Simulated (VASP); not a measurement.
# InSe5 (P-62m) in VASP: a series of runs

The runs below take InSe5 through single point, relaxation of cell and atoms, with PBE.

Program: VASP 6.6.1. These are calculated values, not measurements. Logs are shortened: lines on timing, memory, paths and dates and some standing lists are left out, and cuts for length are marked.

### 1 The cell of the first run

It takes space group P-62m (No. 189, hexagonal). The conventional cell has a = 6.482 Å, b = 6.482 Å, c = 3.902 Å, α = 90.00°, β = 90.00°, γ = 120.00°. In (site symmetry -62m) has 12 Se at 3.03 to 3.74 Å and 2 In at 3.90 Å within 4.0 Å. Within 3.8 Å of Se (site symmetry -6) lie 9 Se at 2.86 to 3.74 Å and 3 In at 3.74 Å. Se (site symmetry m2m) has 8 Se at 2.86 to 3.61 Å and 2 In at 3.03 Å within 3.8 Å.

### 2 Single point, PBE

Contents of INCAR:

```
ALGO = Normal ; EDIFF = 1E-6
ENCUT = 520 ; GGA = PE
ISIF = 2 ; ISMEAR = 0
LASPH = True ; LCHARG = True
LELF = True ; LREAL = False
LVHAR = True ; LWAVE = False
NBANDS = 30 ; NELM = 100
PREC = Accurate ; SIGMA = 0.1
```

Contents of KPOINTS:

```
k-points
0
Gamma
  3 3 4
```

Contents of POSCAR:

```
InSe5
1.0
    6.4822812955      0.0000000000      0.0000000000
   -3.2411406477      5.6138202764      0.0000000000
    0.0000000000      0.0000000000      3.9015166237
In Se
1 5
Direct
    0.0000000000      0.0000000000      0.0000000000
    0.6666666667      0.3333333333      0.0000000000
    0.3580888573      0.0000000000      0.5000000000
    0.6419111427      0.6419111427      0.5000000000
    0.0000000000      0.3580888573      0.5000000000
    0.3333333333      0.6666666667      0.0000000000
```

Potentials or basis: VASP PAW PBE potentials, release 64 (In_d, Se).

On the command line:

```
cat potpaw_PBE.64/In_d/POTCAR potpaw_PBE.64/Se/POTCAR > POTCAR
mpirun -np 1 vasp_std > vasp.out
```

OUTCAR:

```text
EDIFF = 1E-6
   ENCUT = 520
   GGA = PE
   ISIF = 2
   ISMEAR = 0
   LASPH = True
   LREAL = False
   NELM = 100
   PREC = Accurate

 ion  position               nearest neighbor table
   1  0.000  0.000  0.000-   5 3.03   5 3.03   3 3.03   3 3.03   4 3.03   4 3.03
   2  0.667  0.333  0.000-
   3  0.358  0.000  0.500-   1 3.03   1 3.03
   4  0.642  0.642  0.500-   1 3.03   1 3.03
   5  0.000  0.358  0.500-   1 3.03   1 3.03
   6  0.333  0.667  0.000-

  LATTYP: Found a hexagonal cell.
 ALAT       =     6.4822812955
 C/A-ratio  =     0.6018740079

  Lattice vectors:

 A1 = (   6.4822812955,   0.0000000000,   0.0000000000)
 A2 = (  -3.2411406477,   5.6138202764,   0.0000000000)
 A3 = (   0.0000000000,   0.0000000000,   3.9015166237)

Analysis of symmetry for initial positions (statically):
=====================================================================
 Subroutine PRICEL returns:
 Original cell was already a primitive cell.

 Routine SETGRP: Setting up the symmetry group for a
 hexagonal supercell.

 Subroutine GETGRP returns: Found 12 space group operations
 (whereof 12 operations were pure point group operations)
 out of a pool of 24 trial point group operations.

The static configuration has the point symmetry D_3h.

Analysis of symmetry for dynamics (positions and initial velocities):
=====================================================================
 Subroutine PRICEL returns:
 Original cell was already a primitive cell.

 Routine SETGRP: Setting up the symmetry group for a
 hexagonal supercell.

 Subroutine GETGRP returns: Found 12 space group operations
 (whereof 12 operations were pure point group operations)
 out of a pool of 24 trial point group operations.

The dynamic configuration has the point symmetry D_3h.

 Subroutine INISYM returns: Found 12 space group operations
 (whereof 12 operations are pure point group operations),
 and found     1 'primitive' translations

----------------------------------------------------------------------------------------

                                     Primitive cell

  volume of cell :     141.9776

  direct lattice vectors                    reciprocal lattice vectors
[... 77 lines left out ...]
   ENCUT  =  520.0 eV  38.22 Ry    6.18 a.u.  12.05 12.05  7.25*2*pi/ulx,y,z
   NELM   =    100;   NELMIN=  2; NELMDL= -5     # of ELM steps
   EDIFF  = 0.1E-05   stopping-criterion for ELM
   LREAL  =      F    real-space projection
   EDIFFG = 0.1E-04   stopping-criterion for IOM
   NSW    =      0    number of steps for IOM
   IBRION =     -1    ionic relax: 0-MD 1-quasi-New 2-CG
   NFREE  =      0    steps in history (QN), initial steepest desc. (CG)
   ISIF   =      2    stress and relaxation
   ISYM   =      2    0-nonsym 1-usesym 2-fastsym
   POTIM  = 0.5000    time-step for ionic-motion
   TEBEG  =    0.0;   TEEND  =   0.0 temperature during run
   PSTRESS=    0.0 pullay stress
   NELECT =      43.0000    total number of electrons
   NUPDOWN=      -1.0000    fix difference up-down
   EMIN   =  10.00;   EMAX   =-10.00  energy-range for DOS
   EFERMI =   0.00;   METHOD = LEGACY
   ISMEAR =     0;   SIGMA  =   0.10  broadening in eV -4-tet -1-fermi 0-gaus
   EFERMI_NEDOS =   21; number of points for ismear=-14 and -15
   IALGO  =     38    algorithm
   IMIX   =      4    mixing-type and parameters
     AMIX     =   0.40;   BMIX     =  1.00
     AMIX_MAG =   1.60;   BMIX_MAG =  1.00
  volume/ion in A,a.u.               =      23.66       159.69
  Fermi-wavevector in a.u.,A,eV,Ry     =   1.099405  2.077574 16.445244  1.208691
  Thomas-Fermi vector in A             =   2.235799
   LORBIT       =      0    0 simple, 1 ext, 2 COOP (PROOUT), +10 PAW based schemes
   GGA     = PE    functional components
   LHFCALC =     F    Hartree Fock is set to
   AEXX    =    0.0000 exact exchange contribution
   IVDW    =     0    specifies the selected vdW correction
   LEPSILON=     F    determine dielectric tensor
   LRPA    =     F    only Hartree local field effects (RPA)
 non-spin polarized calculation
 Gauss-broadening in eV      SIGMA  =   0.10
  energy-cutoff  :      520.00
  volume of cell :      141.98
 maximum number of plane-waves:      3840
   NGX = 25   NGY = 25   NGZ = 15

 number of electron      43.0000000 magnetization

 Free energy of the ion-electron system (eV)
  ---------------------------------------------------
  ext. energy  EPLUGINS =         0.00000000
  ---------------------------------------------------
  free energy    TOTEN  =       -18.92246272 eV

  energy without entropy =      -18.88261104  energy(sigma->0) =      -18.90253688

 E-fermi :   4.9084     XC(G=0):  -9.8878

 val. band max:        4.8848155056   @ k =   0.3333   0.0000   0.2500
 cond. band min:       4.9246656319   @ k =   0.3333   0.0000   0.2500
 fundamental gap:      0.0398501264
 Fermi energy:         4.9084337783

 k-point     1 :       0.0000    0.0000    0.0000
  band No.  band energies     occupation
      1     -10.5954      2.00000
      2      -9.6316      2.00000
      3      -9.6316      2.00000
      4      -9.5949      2.00000
      5      -9.5554      2.00000
      6      -9.5554      2.00000
[... 286 lines left out ...]
     29       8.5680      0.00000
     30      12.4968      0.00000

------------------------ aborting loop because EDIFF is reached ----------------------------------------

  FORCE on cell =-STRESS in cart. coord.  units (eV):
  Direction    XX          YY          ZZ          XY          YZ          ZX
  --------------------------------------------------------------------------------------
  -------------------------------------------------------------------------------------
  Total        0.0228046      0.0228046      0.0560635      0.0000000      0.0000000      0.0000000
  in kB        0.2573440      0.2573440      0.6326607      0.0000000      0.0000000      0.0000000
  external PRESSURE =       0.3824496 kB  Pullay stress =       0.0000000 kB

 VOLUME and BASIS-vectors are now :
 -----------------------------------------------------------------------------
  energy-cutoff  :      520.00
  volume of cell :      141.98
      direct lattice vectors                 reciprocal lattice vectors
     6.482281295  0.000000000  0.000000000     0.154266678  0.089065908  0.000000000
    -3.241140648  5.613820276  0.000000000     0.000000000  0.178131816  0.000000000
     0.000000000  0.000000000  3.901516624     0.000000000  0.000000000  0.256310583

 POSITION                                       TOTAL-FORCE (eV/Angst)
 -----------------------------------------------------------------------------------
      0.00000      0.00000      0.00000         0.000000      0.000000      0.000000
      3.24114      1.87127      0.00000         0.000000      0.000000      0.000000
      2.32123      0.00000      1.95076         0.000518      0.000000      0.000000
      2.08052      3.60357      1.95076        -0.000259     -0.000449     -0.000000
     -1.16062      2.01025      1.95076        -0.000259      0.000449      0.000000
     -0.00000      3.74255      0.00000         0.000000     -0.000000      0.000000
 -----------------------------------------------------------------------------------
    total drift:                                0.000000      0.000001     -0.000000

  FREE ENERGIE OF THE ION-ELECTRON SYSTEM (eV)
  ---------------------------------------------------
  free  energy   TOTEN  =       -18.9224627191 eV

  energy  without entropy=      -18.8826110443  energy(sigma->0) =      -18.90253688
```

OSZICAR:

```text
N       E                     dE             d eps       ncg     rms          rms(c)
DAV:   1     0.343642954650E+03    0.34364E+03   -0.17729E+04   540   0.135E+03
DAV:   2     0.262036346162E+02   -0.31744E+03   -0.30229E+03   586   0.334E+02
DAV:   3    -0.171312371480E+02   -0.43335E+02   -0.41880E+02   712   0.119E+02
DAV:   4    -0.190018310295E+02   -0.18706E+01   -0.18535E+01   600   0.248E+01
DAV:   5    -0.190651066998E+02   -0.63276E-01   -0.63241E-01   820   0.507E+00    0.758E+00
DAV:   6    -0.189259763293E+02    0.13913E+00   -0.25898E-01   720   0.681E+00    0.454E+00
DAV:   7    -0.189216008420E+02    0.43755E-02   -0.99718E-02   750   0.280E+00    0.122E+00
DAV:   8    -0.189222559135E+02   -0.65507E-03   -0.13079E-02   660   0.971E-01    0.208E-01
DAV:   9    -0.189224144252E+02   -0.15851E-03   -0.10628E-03   804   0.283E-01    0.812E-02
DAV:  10    -0.189224495181E+02   -0.35093E-04   -0.13803E-04   592   0.712E-02    0.275E-02
DAV:  11    -0.189224615168E+02   -0.11999E-04   -0.18434E-05   634   0.253E-02    0.101E-02
DAV:  12    -0.189224625948E+02   -0.10781E-05   -0.14432E-06   412   0.715E-03    0.325E-03
DAV:  13    -0.189224627191E+02   -0.12427E-06   -0.58312E-07   378   0.513E-03
   1 F= -.18922463E+02 E0= -.18902537E+02  d E =-.398517E-01
```

stdout:

```text
POSCAR found type information on POSCAR InSe
 POSCAR found :  2 types and       6 ions
 scaLAPACK will be used
 LDA part: xc-table for (Slater+PW92), standard interpolation
 POSCAR, INCAR and KPOINTS ok, starting setup
 FFT: planning ... GRIDC
 FFT: planning ... GRID_SOFT
 FFT: planning ... GRID
 WAVECAR not read
 entering main loop
```

Wall time 29 s (1 thread of AMD EPYC 7R13 (Zen 3), shared host); peak memory 0.22 GiB.

What came out:

| Property | Result |
| --- | --- |
| Free energy | -18.9225 eV |
| Pressure | 0.0 GPa |

Caveat: the k points lie up to 0.40 Å⁻¹ apart; spin-orbit coupling is left out, which moves the levels of the heavy elements.

(Continued in part 2 of 2.)
